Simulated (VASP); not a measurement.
NiSb, 4 atoms in the cell. The structure is hexagonal, space group P6_3/mmc (No. 194). The conventional cell has a = 3.838 Å, b = 3.838 Å, c = 5.162 Å, α = 90.00°, β = 90.00°, γ = 120.00°. Within 3.4 Å of Ni (site symmetry -3m) lie 6 Sb at 2.56 Å and 2 Ni at 2.58 Å. Within 3.5 Å of Sb (site symmetry -6m2) lie 6 Ni at 2.56 Å and 6 Sb at 3.40 Å.  This cell differs from its parent crystal: biaxial strain in the a-b plane: -2.0 %, then relaxed in part.

| Property | Result |
| --- | --- |
| Program | VASP 6.6.1 |
| Task | single point |
| Functional | PBEsol |
| Potentials or basis | VASP PAW PBE potentials, release 64 (Ni, Sb) |
| Cutoff | 520 eV |
| k mesh | 18 × 18 × 10 |
| Occupations | gaussian, width 0.1 eV |
| Spin | no spin polarisation |
| Dipole correction | no |
| Further INCAR settings | ALGO = Normal; EDIFF = 1e-07; NBANDS = 23 |

Potentials or basis: VASP PAW PBE potentials, release 64 (Ni, Sb).

The run is started by

```console
$ cat potpaw_PBE.64/Ni/POTCAR potpaw_PBE.64/Sb/POTCAR > POTCAR
$ mpirun -np 1 vasp_std > vasp.out
```

Hardware: 1 thread of AMD EPYC 9R45 96-Core Processor (Zen 5), on a shared host.

Q: How long does it take, and how much memory?

A: It took 3.5 min on 1 thread of AMD EPYC 9R45 96-Core Processor (Zen 5) (shared host), peak memory 0.39 GiB. Counts: scf iterations 16, k points 222.
